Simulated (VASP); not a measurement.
# Si (P6_3/mmc) in VASP: notebook

Si is run at these levels: LDA; tasks: single point.

Program: VASP 6.6.1. These are calculated values, not measurements. Logs are shortened: lines on timing, memory, paths and dates and some standing lists are left out, and cuts for length are marked.

## (1) The cell of the first run

The structure is hexagonal, space group P6_3/mmc (No. 194). The conventional cell has a = 3.854 Å, b = 3.854 Å, c = 6.120 Å, α = 90.00°, β = 90.00°, γ = 120.00°. Within 2.7 Å of Si (site symmetry 3m) lie 4 Si at 2.05 to 2.44 Å.

This isn't the form of Si at room conditions, which is diamond.

## (2) Single point, LDA

INCAR

```
SYSTEM = Si
PREC     = Accurate       ! precision mode
ENCUT    = 520            ! plane-wave cutoff, eV
EDIFF    = 1E-6           ! SCF threshold, eV
ISMEAR   = 0              ! smearing method
SIGMA    = 0.03           ! smearing width, eV
LREAL    = .FALSE.        ! projectors in reciprocal space
LASPH    = .TRUE.         ! aspherical terms in the spheres
NELM     = 80             ! most SCF steps
ALGO     = Normal         ! electronic algorithm
ISIF     = 2              ! what is computed and relaxed
LWAVE    = .FALSE.        ! write WAVECAR
LCHARG   = .FALSE.        ! write CHGCAR
GGA      = CA             ! functional
NBANDS   = 16             ! bands
```

KPOINTS

```
regular mesh
0
G
  12 12 6
  0 0 0
```

POSCAR

```
Si
1.0
    3.8537843876      0.0000000000      0.0000000000
   -1.9268921938      3.3374751803      0.0000000000
    0.0000000000      0.0000000000      6.1198096075
Si
4
Direct
    0.3333333333      0.6666666667      0.0821179099
    0.6666666667      0.3333333333      0.5821179099
    0.3333333333      0.6666666667      0.4178820901
    0.6666666667      0.3333333333      0.9178820901
```

Potentials or basis: VASP PAW LDA potentials, release 64 (Si).

Run with:

```bash
cat potpaw_LDA.64/Si/POTCAR > POTCAR
mpirun -np 1 vasp_std > vasp.out
```

OUTCAR:

```text
SYSTEM = Si
   PREC = Accurate
   ENCUT = 520
   EDIFF = 1E-6
   ISMEAR = 0
   LREAL = .FALSE.
   LASPH = .TRUE.
   NELM = 80
   ISIF = 2
   GGA = CA

 ion  position               nearest neighbor table
   1  0.333  0.667  0.082-   3 2.05   4 2.44   4 2.44   4 2.44
   2  0.667  0.333  0.582-   4 2.05   3 2.44   3 2.44   3 2.44
   3  0.333  0.667  0.418-   1 2.05   2 2.44   2 2.44   2 2.44
   4  0.667  0.333  0.918-   2 2.05   1 2.44   1 2.44   1 2.44

  LATTYP: Found a hexagonal cell.
 ALAT       =     3.8537843876
 C/A-ratio  =     1.5880000000

  Lattice vectors:

 A1 = (   3.8537843876,   0.0000000000,   0.0000000000)
 A2 = (  -1.9268921938,   3.3374751803,   0.0000000000)
 A3 = (   0.0000000000,   0.0000000000,   6.1198096075)

Analysis of symmetry for initial positions (statically):
=====================================================================
 Subroutine PRICEL returns:
 Original cell was already a primitive cell.

 Routine SETGRP: Setting up the symmetry group for a
 hexagonal supercell.

 Subroutine GETGRP returns: Found 24 space group operations
 (whereof 12 operations were pure point group operations)
 out of a pool of 24 trial point group operations.

The static configuration has the point symmetry D_3d.
 The point group associated with its full space group is D_6h.

Analysis of symmetry for dynamics (positions and initial velocities):
=====================================================================
 Subroutine PRICEL returns:
 Original cell was already a primitive cell.

 Routine SETGRP: Setting up the symmetry group for a
 hexagonal supercell.

 Subroutine GETGRP returns: Found 24 space group operations
 (whereof 12 operations were pure point group operations)
 out of a pool of 24 trial point group operations.

The dynamic configuration has the point symmetry D_3d.
 The point group associated with its full space group is D_6h.

 Subroutine INISYM returns: Found 24 space group operations
 (whereof 12 operations are pure point group operations),
 and found     1 'primitive' translations

----------------------------------------------------------------------------------------

                                     Primitive cell

  volume of cell :      78.7124

  direct lattice vectors                    reciprocal lattice vectors
     3.853784388  0.000000000  0.000000000     0.259485197  0.149813848  0.000000000
    -1.926892194  3.337475180  0.000000000     0.000000000  0.299627696  0.000000000
     0.000000000  0.000000000  6.119809607     0.000000000  0.000000000  0.163403776

  length of vectors
     3.853784388  3.853784388  6.119809607     0.299627696  0.299627696  0.163403776

  position of ions in fractional coordinates (direct lattice)
     0.333333333  0.666666667  0.082117910
     0.666666667  0.333333333  0.582117910
     0.333333333  0.666666667  0.417882090
     0.666666667  0.333333333  0.917882090

  ion indices of the primitive-cell ions
   primitive index   ion index
                 1           1
                 2           2
                 3           3
                 4           4

----------------------------------------------------------------------------------------

 KPOINTS: regular mesh

Automatic generation of k-mesh.
 Grid dimensions read from file:
 generate k-points for:   12   12    6

 Generating k-lattice:

  Cartesian coordinates                     Fractional coordinates (reciprocal lattice)
     0.021623766  0.012484487  0.000000000     0.083333333  0.000000000  0.000000000
     0.000000000  0.024968975  0.000000000     0.000000000  0.083333333  0.000000000
     0.000000000  0.000000000  0.027233963     0.000000000  0.000000000  0.166666667

  Length of vectors
     0.024968975  0.024968975  0.027233963

  Shift w.r.t. Gamma in fractional coordinates (k-lattice)
     0.000000000  0.000000000  0.000000000

 Subroutine IBZKPT returns following result:
 ===========================================

 Found     76 irreducible k-points:

 Following reciprocal coordinates:
            Coordinates               Weight
  0.000000  0.000000  0.000000      1.000000
  0.083333  0.000000  0.000000      6.000000
  0.166667  0.000000  0.000000      6.000000
  0.250000  0.000000  0.000000      6.000000
  0.333333  0.000000  0.000000      6.000000
  0.416667  0.000000  0.000000      6.000000
[... 16 lines left out ...]
  0.250000  0.000000  0.166667     12.000000
  0.333333  0.000000  0.166667     12.000000
 [... further k-points ...]
   k-points           NKPTS =     76   k-points in BZ     NKDIM =     76   number of bands    NBANDS=     16
   number of dos      NEDOS =    301   number of ions     NIONS =      4
   total plane-waves  NPLWV =  43200
   dimension x,y,z NGX =    30 NGY =   30 NGZ =   48
   dimension x,y,z NGXF=    60 NGYF=   60 NGZF=   96
   ions per type =               4
   NGX,Y,Z   is equivalent  to a cutoff of  12.94, 12.94, 13.04 a.u.
   NGXF,Y,Z  is equivalent  to a cutoff of  25.88, 25.88, 26.08 a.u.
 SYSTEM =  Si
   PREC   = accura    normal or accurate (medium, high low for compatibility)
   ISTART =      0    job   : 0-new  1-cont  2-samecut
   ICHARG =      2    charge: 1-file 2-atom 10-const
   ISPIN  =      1    spin polarized calculation?
   LNONCOLLINEAR =      F non collinear calculations
   LSORBIT =      F    spin-orbit coupling
   LASPH  =      T    aspherical Exc in radial PAW
   ENCUT  =  520.0 eV  38.22 Ry    6.18 a.u.   7.17  7.17 11.38*2*pi/ulx,y,z
   NELM   =     80;   NELMIN=  2; NELMDL= -5     # of ELM steps
   EDIFF  = 0.1E-05   stopping-criterion for ELM
   LREAL  =      F    real-space projection
   EDIFFG = 0.1E-04   stopping-criterion for IOM
   NSW    =      0    number of steps for IOM
   IBRION =     -1    ionic relax: 0-MD 1-quasi-New 2-CG
   NFREE  =      0    steps in history (QN), initial steepest desc. (CG)
   ISIF   =      2    stress and relaxation
   ISYM   =      2    0-nonsym 1-usesym 2-fastsym
   POTIM  = 0.5000    time-step for ionic-motion
   TEBEG  =    0.0;   TEEND  =   0.0 temperature during run
   PSTRESS=    0.0 pullay stress
   NELECT =      16.0000    total number of electrons
   NUPDOWN=      -1.0000    fix difference up-down
   EMIN   =  10.00;   EMAX   =-10.00  energy-range for DOS
   EFERMI =   0.00;   METHOD = LEGACY
   ISMEAR =     0;   SIGMA  =   0.03  broadening in eV -4-tet -1-fermi 0-gaus
   EFERMI_NEDOS =   21; number of points for ismear=-14 and -15
   IALGO  =     38    algorithm
   IMIX   =      4    mixing-type and parameters
     AMIX     =   0.40;   BMIX     =  1.00
     AMIX_MAG =   1.60;   BMIX_MAG =  1.00
  volume/ion in A,a.u.               =      19.68       132.79
  Fermi-wavevector in a.u.,A,eV,Ry     =   0.962573  1.818999 12.606436  0.926547
  Thomas-Fermi vector in A             =   2.092044
   LORBIT       =      0    0 simple, 1 ext, 2 COOP (PROOUT), +10 PAW based schemes
   GGA     = CA    functional components
   LHFCALC =     F    Hartree Fock is set to
   AEXX    =    0.0000 exact exchange contribution
   IVDW    =     0    specifies the selected vdW correction
   LEPSILON=     F    determine dielectric tensor
   LRPA    =     F    only Hartree local field effects (RPA)
 non-spin polarized calculation
 Gauss-broadening in eV      SIGMA  =   0.03
  energy-cutoff  :      520.00
  volume of cell :       78.71
 maximum number of plane-waves:      2139
 NGX is ok and might be reduce to    30
   NGX = 15   NGY = 15   NGZ = 23

 number of electron      16.0000002 magnetization

 Free energy of the ion-electron system (eV)
  ---------------------------------------------------
  ext. energy  EPLUGINS =         0.00000000
  ---------------------------------------------------
  free energy    TOTEN  =       -22.45909693 eV

  energy without entropy =      -22.45893492  energy(sigma->0) =      -22.45901592

 E-fermi :   6.4149     XC(G=0):  -9.6664

 val. band max:        6.4037680754   @ k =   0.0833   0.0833   0.0000
 cond. band min:       6.4492905692   @ k =   0.0000   0.0000   0.1667
 fundamental gap:      0.0455224938
 Fermi energy:         6.4148516115

 k-point     1 :       0.0000    0.0000    0.0000
  band No.  band energies     occupation
      1      -6.2581      2.00000
      2      -3.0783      2.00000
      3      -2.2772      2.00000
      4       4.5663      2.00000
      5       4.5663      2.00000
      6       4.7048      2.00000
[... 8 lines left out ...]
     15      10.8709      0.00000
     16      11.5517      0.00000

 k-point     2 :       0.0833    0.0000    0.0000
  band No.  band energies     occupation
      1      -6.1820      2.00000
      2      -2.9971      2.00000
      3      -2.2457      2.00000
      4       3.9211      2.00000
      5       4.3988      2.00000
      6       4.5813      2.00000
[... 8 lines left out ...]
     15      11.1018      0.00000
     16      11.1791      0.00000

 k-point     3 :       0.1667    0.0000    0.0000
  band No.  band energies     occupation
      1      -5.9563      2.00000
      2      -2.7551      2.00000
      3      -2.1718      2.00000
      4       2.7963      2.00000
      5       4.0296      2.00000
      6       4.2300      2.00000
[... 8 lines left out ...]
     15      11.6597      0.00000
     16      11.9841      0.00000

 k-point     4 :       0.2500    0.0000    0.0000
  band No.  band energies     occupation
      1      -5.5905      2.00000
      2      -2.3586      2.00000
      3      -2.1304      2.00000
      4       1.7714      2.00000
      5       3.5974      2.00000
      6       3.6421      2.00000
[... 8 lines left out ...]
     15      12.1777      0.00000
     16      12.2824      0.00000

 k-point     5 :       0.3333    0.0000    0.0000
  band No.  band energies     occupation
      1      -5.1079      2.00000
      2      -2.2635      2.00000
      3      -1.8246      2.00000
      4       1.0959      2.00000
      5       2.3704      2.00000
      6       3.1268      2.00000
[... 8 lines left out ...]
     15      12.8997      0.00000
     16      13.3852      0.00000

 k-point     6 :       0.4167    0.0000    0.0000
  band No.  band energies     occupation
      1      -4.5775      2.00000
      2      -2.6374      2.00000
      3      -1.2136      2.00000
      4       0.8662      2.00000
      5       1.3330      2.00000
      6       2.6178      2.00000
[... 8 lines left out ...]
     15      13.9261      0.00000
     16      14.2593      0.00000
[... 267 lines left out ...]
 k-point    21 :       0.0833    0.0000    0.1667
  band No.  band energies     occupation
      1      -6.0813      2.00000
      2      -3.7409      2.00000
      3      -1.3445      2.00000
      4       3.9619      2.00000
      5       4.0606      2.00000
      6       4.4845      2.00000
[... 8 lines left out ...]
     15      10.8032      0.00000
     16      11.5168      0.00000

 k-point    22 :       0.1667    0.0000    0.1667
  band No.  band energies     occupation
      1      -5.8564      2.00000
      2      -3.5342      2.00000
      3      -1.2540      2.00000
      4       2.9082      2.00000
      5       3.5684      2.00000
      6       4.1177      2.00000
[... 8 lines left out ...]
     15      11.5579      0.00000
     16      11.6573      0.00000

 k-point    23 :       0.2500    0.0000    0.1667
  band No.  band energies     occupation
      1      -5.4922      2.00000
      2      -3.2209      2.00000
      3      -1.1820      2.00000
      4       1.9333      2.00000
      5       2.7362      2.00000
      6       3.7317      2.00000
[... 8 lines left out ...]
     15      12.2399      0.00000
     16      12.3825      0.00000

 k-point    24 :       0.3333    0.0000    0.1667
  band No.  band energies     occupation
      1      -5.0130      2.00000
      2      -2.8997      2.00000
      3      -1.2247      2.00000
      4       1.3522      2.00000
      5       1.7530      2.00000
      6       3.4200      2.00000
[... 8 lines left out ...]
     15      13.1093      0.00000
     16      13.4019      0.00000

 [... further k-points ...]

------------------------ aborting loop because EDIFF is reached ----------------------------------------

  FORCE on cell =-STRESS in cart. coord.  units (eV):
  Direction    XX          YY          ZZ          XY          YZ          ZX
  --------------------------------------------------------------------------------------
  -------------------------------------------------------------------------------------
  Total       -3.6984262     -3.6984262     14.4283221      0.0000000      0.0000000     -0.0000000
  in kB      -75.2807897    -75.2807897    293.6858639      0.0000000      0.0000000     -0.0000000
  external PRESSURE =      47.7080948 kB  Pullay stress =       0.0000000 kB

 VOLUME and BASIS-vectors are now :
 -----------------------------------------------------------------------------
  energy-cutoff  :      520.00
  volume of cell :       78.71
      direct lattice vectors                 reciprocal lattice vectors
     3.853784388  0.000000000  0.000000000     0.259485197  0.149813848  0.000000000
    -1.926892194  3.337475180  0.000000000     0.000000000  0.299627696  0.000000000
     0.000000000  0.000000000  6.119809607     0.000000000  0.000000000  0.163403776

 POSITION                                       TOTAL-FORCE (eV/Angst)
 -----------------------------------------------------------------------------------
     -0.00000      2.22498      0.50255        -0.000000      0.000000     -5.415296
      1.92689      1.11249      3.56245         0.000000     -0.000000     -5.415296
     -0.00000      2.22498      2.55736        -0.000000      0.000000      5.415296
      1.92689      1.11249      5.61726        -0.000000     -0.000000      5.415296
 -----------------------------------------------------------------------------------
    total drift:                                0.000000     -0.000000      0.000000

  FREE ENERGIE OF THE ION-ELECTRON SYSTEM (eV)
  ---------------------------------------------------
  free  energy   TOTEN  =       -22.4590969260 eV

  energy  without entropy=      -22.4589349166  energy(sigma->0) =      -22.45901592
```

It took 2.7 min on 1 thread of Intel Xeon 8259CL, shared host; peak memory 0.2 GiB.

Results:

| Quantity | Value |
| --- | --- |
| Free energy | -22.4591 eV |
| Pressure | 4.8 GPa |
| Largest force | 5.415 eV/Å |
| Band gap on the k mesh | zero (bands 8 and 9 overlap by 0.86 eV) |

Forces in eV/Å, atoms in the order of the input:
```
Si   0.000  0.000 -5.415
Si   0.000  0.000 -5.415
Si   0.000  0.000  5.415
Si   0.000  0.000  5.415
```

Stress tensor (GPa, compression positive):
```
-7.53  0.00  0.00
 0.00 -7.53  0.00
 0.00  0.00 29.37
```

Caveat: the cell stands under pressure; forces of over 1 eV/Å act on the atoms, so gaps and moduli don't describe the material at rest.

(Continued in part 2 of 2.)
